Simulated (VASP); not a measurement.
MgO, 4 atoms in the cell. The structure is hexagonal, space group P6_3mc (No. 186). Conventional cell: a = 3.308 Å, b = 3.308 Å, c = 4.983 Å, α = 90.00°, β = 90.00°, γ = 120.00°. Within 2.6 Å of Mg (site symmetry 3m) lie 4 O at 1.97 to 1.99 Å. Within 2.6 Å of O (site symmetry 3m) lie 4 Mg at 1.97 to 1.99 Å. 

* Program: VASP 6.6.1
* Task: single point
* Functional: PBE-based screened hybrid with 25 % exact exchange
* Potentials or basis: VASP PAW PBE potentials, release 64 (Mg, O)
* Cutoff: 520 eV
* k mesh: 5 × 5 × 3
* Occupations: fermi-dirac, width 0.05 eV
* Spin: no spin polarisation
* Dipole correction: no
* Grid for exact exchange (PRECFOCK): Normal
* Share of exact exchange: 0.25
* Further INCAR settings: ALGO = Normal; EDIFF = 1e-07; NBANDS = 16
* Screening parameter: 0.6 1/Å

Potentials or basis: VASP PAW PBE potentials, release 64 (Mg, O).

Run with:

```sh
$ cat potpaw_PBE.64/Mg/POTCAR potpaw_PBE.64/O/POTCAR > POTCAR
$ cp INCAR.step1 INCAR
$ mpirun -np 1 vasp_std > vasp.out
$ cp INCAR.step2 INCAR
$ mpirun -np 1 vasp_std > vasp.out
```

Hardware: 1 thread of Intel(R) Xeon(R) Platinum 8259CL CPU @ 2.50GHz (Skylake/Cascade Lake) (shared host).

Question: Estimate the wall time of this run.

Answer: Run time: 14 min on 1 thread of Intel(R) Xeon(R) Platinum 8259CL CPU @ 2.50GHz (Skylake/Cascade Lake), with other jobs on the host, peak memory 0.28 GiB. Counts: k points 10.
